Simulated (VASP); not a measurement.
Si2W:

```
CELL_PARAMETERS angstrom
-1.60690 1.60690 3.91495
1.60690 -1.60690 3.91495
1.60690 1.60690 -3.91495
ATOMIC_POSITIONS crystal
W 0.00000 0.00000 0.00000
Si 0.66530 0.66530 0.00000
Si 0.33470 0.33470 0.00000
```

Base run:

| Quantity | Value |
| --- | --- |
| Program | VASP 6.6.1 |
| Functional | BLYP |
| Potentials or basis | VASP PAW PBE potentials, release 64 (W_sv, Si) |
| Cutoff | 520 eV |
| k mesh | 12 × 12 × 12 |
| Occupations | fermi-dirac, width 0.05 eV |
| Spin | no spin polarisation |

Its results: band gap on the k mesh zero (bands 11 and 12 overlap by 1.28 eV); pressure 13.3 GPa; largest force 0.013 eV/Å.

**Question.** The run is repeated on the same cell with these changes: functional from BLYP to r2SCAN. What comes out?

**Answer.** Band gap on the k mesh zero (bands 11 and 12 overlap by 1.34 eV); pressure -0.9 GPa; largest force 0.012 eV/Å.

Caveats: the PAW data sets were made with another functional, which shifts forces and pressure a little; spin-orbit coupling is left out, which moves the levels of the heavy elements; the cell stands under pressure (at least some runs).
